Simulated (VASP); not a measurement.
Set up this calculation in VASP 6.6.1, as the native input.

- Task: relaxation of shape and atoms at fixed volume
- Functional: PBE
- Potentials or basis: VASP PAW PBE potentials, release 64 (Be)
- Cutoff: 600 eV
- k mesh: 24 × 24 × 12
- Occupations: gaussian, width 0.1 eV
- Spin: no spin polarisation
- Dipole correction: no
- Further INCAR settings: ALGO = Normal; EDIFF = 1e-07; IBRION = 2; EDIFFG = -0.01; NSW = 50; ISIF = 4

The structure of Be lies in POSCAR:

```
Be
1.0
    2.1674172080      0.0000000000      0.0000000000
   -1.0837086040      1.8770383628      0.0000000000
    0.0000000000      0.0000000000      3.4221733237
Be
2
Direct
    0.3333333333      0.6666666667      0.2500000000
    0.6666666667      0.3333333333      0.7500000000
```

These files were run (other wordings do the same):

INCAR

```
SYSTEM = Be
PREC = Accurate
ENCUT = 600
EDIFF = 1E-7
ISMEAR = 0
SIGMA = 0.1
LREAL = .False.
LASPH = .True.
NELM = 80
ALGO = Normal
ISIF = 4
LWAVE = .False.
LCHARG = .False.
GGA = PE
IBRION = 2
NSW = 50
EDIFFG = -0.01
```

KPOINTS

```
regular mesh
0
Gamma
  24 24 12
  0 0 0
```

Potentials or basis: VASP PAW PBE potentials, release 64 (Be).

Launch:

```bash
$ cat potpaw_PBE.64/Be/POTCAR > POTCAR
$ mpirun -np 1 vasp_std > vasp.out
```

Results of the run:

| Property | Result |
| --- | --- |
| Energy gained by relaxing | 0.0 meV/atom |
| Ionic steps | 2 |
| Pressure after relaxing | 19.6 GPa |
| Band gap on the k mesh | zero (bands 2 and 3 overlap by 2.21 eV) |

Run time: 73 s on 1 thread of Intel Xeon 8259CL, on a shared host, peak memory 0.16 GiB.
